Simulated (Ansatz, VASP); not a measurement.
**Rb3Pt in VASP and in Ansatz**

The input INCAR:

```
SYSTEM = Rb3Pt
PREC     = Accurate       ! precision mode
ENCUT    = 520            ! plane-wave cutoff, eV
EDIFF    = 1E-6           ! SCF threshold, eV
ISMEAR   = -1             ! smearing method
SIGMA    = 0.05           ! smearing width, eV
LREAL    = .FALSE.        ! projectors in reciprocal space
LASPH    = .TRUE.         ! aspherical terms in the spheres
NELM     = 100            ! most SCF steps
ALGO     = Normal         ! electronic algorithm
ISIF     = 2              ! what is computed and relaxed
LWAVE    = .FALSE.        ! write WAVECAR
LCHARG   = .FALSE.        ! write CHGCAR
GGA      = PE             ! functional
NBANDS   = 26             ! bands
```

File KPOINTS:

```
regular mesh
0
G
  5 5 5
  0 0 0
```

POSCAR

```
Rb3Pt
1.0
    5.4987900000      0.0000000000      0.0000000000
    0.0000000000      5.4987900000      0.0000000000
    0.0000000000      0.0000000000      5.4987900000
Pt Rb
1 3
Direct
    0.5000000000      0.5000000000      0.5000000000
    0.5000000000      0.0000000000      0.0000000000
    0.0000000000      0.5000000000      0.0000000000
    0.0000000000      0.0000000000      0.5000000000
```

input.yaml

```yaml
crystal:
  lattice:
    - [5.49879, 0.0, 0.0]
    - [0.0, 5.49879, 0.0]
    - [0.0, 0.0, 5.49879]
  atoms:
    - { symbol: Pt, position: [0.5, 0.5, 0.5] }
    - { symbol: Rb, position: [0.5, 0.0, 0.0] }
    - { symbol: Rb, position: [0.0, 0.5, 0.0] }
    - { symbol: Rb, position: [0.0, 0.0, 0.5] }
hamiltonian:
  xc: pbe
  pseudopotentials: { kind: paw }
kpoints:
  mp_grid: { grid: [5, 5, 5] }
scf:
  occupations: { method: fermi_dirac, width: 0.05 }
output:
  forces: true
  stress: true
  eigenvalues: true
```

Alike in both runs: task single point; functional PBE; k mesh 5 × 5 × 5; occupations fermi-dirac, width 0.05 eV; no spin polarisation.

```csv
,VASP,Ansatz
version,VASP 6.6.1,Ansatz 0.2.0
potentials or method,"VASP PAW PBE potentials, release 64 (Pt, Rb_sv)",Ansatz PAW
plane-wave cutoff (eV),520,420
valence electrons in the cell,37,45
```

```csv
,VASP,Ansatz,Ansatz less VASP
gap on the k mesh at the Fermi level (eV),none,none,-
pressure (GPa),-0.1,-0.1,-0.01
```

A gap of «none» marks a metal or a gap that the smearing closes. VASP's potentials hold 37 valence electrons a cell and Ansatz's 45, so a difference there can come from the potentials and not from the codes.

Spin-orbit coupling is off throughout.
